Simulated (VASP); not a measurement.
A run of VASP 6.6.1:

Contents of INCAR:

```
SYSTEM = Al36O
PREC = Accurate ; ENCUT = 520
EDIFF = 1E-6 ; ISMEAR = 1
SIGMA = 0.1 ; LREAL = Auto
LASPH = .True. ; NELM = 100
ALGO = Normal ; ISIF = 2
LWAVE = .False. ; LCHARG = .False.
GGA = PE ; NBANDS = 81
```

File KPOINTS:

```
regular mesh
0
Gamma
  2 2 2
  0 0 0
```

The input POSCAR:

```
Al36O
1.0
    0.0000000000      6.0583944000      6.0583944000
    6.0583944000      0.0000000000      6.0583944000
    8.0778592000      8.0778592000      0.0000000000
Al O
36 1
Direct
    0.0004733102     -0.0010888198     -0.0014083558
    0.0015250740     -0.0000045392      0.2474702084
    0.0017066403      0.0001653078      0.4993511771
    0.0001052259     -0.0014598752      0.7502662958
    0.0010802367      0.3359433813     -0.0021008660
    0.0005508885      0.3350218500      0.2492500117
   -0.0001224747      0.3352389868      0.4981779083
   -0.0154050717      0.3381615433      0.7528469919
    0.0012886253      0.6660512231     -0.0003288000
    0.0006387006      0.6680734585      0.2475899184
   -0.0004592801      0.6691590597      0.4963670944
    0.0002718542      0.6687530941      0.7497870228
    0.3374913987     -0.0004691012     -0.0020889198
    0.3365837325     -0.0010058771      0.2492623293
    0.3368238126     -0.0016861728      0.4981884928
    0.3396857920     -0.0169879168      0.7529101894
    0.3345844404      0.3330401368      0.0009964893
    0.3341278013      0.3325442134      0.2483892019
    0.3425055160      0.3410797257      0.4826566549
    0.3410316106      0.3394686553      0.7524425531
    0.3350687271      0.6650459237      0.0001247236
    0.3373884011      0.6688615386      0.2449977093
    0.3374244668      0.6672814995      0.4971186549
    0.3359356235      0.6667750947      0.7480624941
    0.6676098869     -0.0002673976     -0.0003304093
    0.6696482157     -0.0009347361      0.2475808194
    0.6706656470     -0.0019761011      0.4963682704
    0.6703093645     -0.0012987765      0.7497872085
    0.6666314923      0.3335293754      0.0000955080
    0.6703814958      0.3358218970      0.2450207971
    0.6688199434      0.3358606036      0.4971205737
    0.6683209664      0.3343711000      0.7480631750
    0.6680235278      0.6664711363     -0.0012960117
    0.6686290513      0.6670464538      0.2481908202
    0.6685382682      0.6669665646      0.4980665546
    0.6687464091      0.6672141550      0.7477060878
    0.2527337936      0.2511427780      0.6839680989
```

Potentials or basis: VASP PAW PBE potentials, release 64 (Al, O).

Run with:

```bash
$ cat potpaw_PBE.64/Al/POTCAR potpaw_PBE.64/O/POTCAR > POTCAR
$ mpirun -np 1 vasp_std > vasp.out
```

Hardware: 1 thread of Intel(R) Xeon(R) Platinum 8488C (Sapphire Rapids), on a shared host.

Estimate the wall time of this run.

It took 16 min on 1 thread of Intel(R) Xeon(R) Platinum 8488C (Sapphire Rapids), on a shared host, peak memory 0.82 GiB. Counts: scf iterations 23, k points 8.
